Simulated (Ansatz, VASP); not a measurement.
**Ta2N: VASP beside Ansatz**

```
Ta N
1.0
     3.15558    0.00000    0.00000
    -1.57779    2.73281    0.00000
     0.00000    0.00000    4.94384
Ta N
2 1
Direct
  0.66667 0.33333 0.74626
  0.33333 0.66667 0.25374
  0.00000 0.00000 0.00000
```

Change from the starting cell: strain +0.025 along x and y, +0.025 along z, atoms carried along.

Alike in both runs: task single point; functional PBEsol; k mesh 18 × 18 × 10; occupations gaussian, width 0.15 eV; no spin polarisation.

|  | VASP | Ansatz |
| --- | --- | --- |
| version | VASP 6.6.1 | Ansatz 0.2.0 |
| potentials or method | VASP PAW PBE potentials, release 64 (Ta_pv, N), cutoff 520 eV | scalar-relativistic, plane waves, PAW |
| valence electrons in the cell | 27 | 31 |

Ansatz gave:

```
gap on the k mesh at the Fermi level (eV)                     : none
pressure (GPa)                                                : -19.1
traceless stress, the component that is largest in VASP (GPa) : -0.13
rms of the force components (eV/Å)                            : 0.199
```

Question: Which values does VASP return?

Answer: gap on the k mesh at the Fermi level (eV): none; pressure (GPa): -18.7; traceless stress, the component that is largest in VASP (GPa): -0.18; rms of the force components (eV/Å): 0.179.

VASP's potentials were made for PBE, not for PBEsol. Atom by atom the forces differ by 0.020 eV/Å (rms over components). A gap of «none» marks a metal or a gap that the smearing closes. VASP's potentials hold 27 valence electrons a cell and Ansatz's 31, so a difference there can come from the potentials and not from the codes.

Neither program's run includes spin-orbit coupling.
